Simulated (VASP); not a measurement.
Ta16C (a cell with a defect), 17 atoms in the cell. The cell holds a defect, 17 atoms: a = 6.620 Å, b = 6.620 Å, c = 6.620 Å, α = 90.00°, β = 90.00°, γ = 90.00°. 

```yaml
Program: VASP 6.6.1
Task: single point
Functional: PBE
Dispersion: D3(BJ)
Potentials_or_basis: VASP PAW PBE potentials, release 64 (Ta_pv, C)
Cutoff: 520 eV
k_mesh: 3 × 3 × 3
Occupations: gaussian, width 0.05 eV
Spin: no spin polarisation
Dipole_correction: no
Further_INCAR_settings: LREAL = Auto; ALGO = Normal; EDIFF = 1e-06; NBANDS = 104
```

Potentials or basis: VASP PAW PBE potentials, release 64 (Ta_pv, C).

Launch:

```bash
$ cat potpaw_PBE.64/Ta_pv/POTCAR potpaw_PBE.64/C/POTCAR > POTCAR
$ mpirun -np 1 vasp_std > vasp.out
```

Hardware: 1 thread of Intel(R) Xeon(R) 6975P-C (Granite Rapids), with other jobs on the host.

How long does it take, and how much memory?

Wall time 5.3 min on 1 thread of Intel(R) Xeon(R) 6975P-C (Granite Rapids) (shared host), peak memory 0.44 GiB. Counts: scf iterations 18, k points 8.
